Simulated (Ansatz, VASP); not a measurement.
## CsP2 in VASP and in Ansatz

```xyz
3
Lattice="0.0000 3.7087 3.7087 3.7087 0.0000 3.7087 3.7087 3.7087 0.0000" Properties=species:S:1:pos:R:3 pbc="T T T"
Cs    0.0000    0.0000    0.0000
P     1.8544    1.8544    1.8544
P     5.5631    5.5631    5.5631
```

Alike in both runs: functional PBE; k mesh 4 × 4 × 4; occupations gaussian, width 0.1 eV; no spin polarisation.

Ansatz relaxed the structure, and its values are those at the end. VASP's run is a single point on that final structure, the one shown.

|  | VASP | Ansatz |
| --- | --- | --- |
| version | VASP 6.6.1 | Ansatz 0.2.0 |
| potentials or method | VASP PAW PBE potentials, release 64 (Cs_sv, P), cutoff 520 eV | scalar-relativistic, plane waves, PAW |
| valence electrons in the cell | 19 | 19 |

Ansatz gave:

```
gap on the k mesh at the Fermi level (eV) : none
pressure (GPa)                            : 0.3
```

Question: Which values does VASP return?

Answer: gap on the k mesh at the Fermi level (eV): none; pressure (GPa): 0.4.

A gap of «none» marks a metal or a gap that the smearing closes. The functional is the same, so the differences come from potentials, cutoffs and numerics.

The k mesh is coarse, so the values compare programs but aren't converged. Spin-orbit coupling is off throughout.
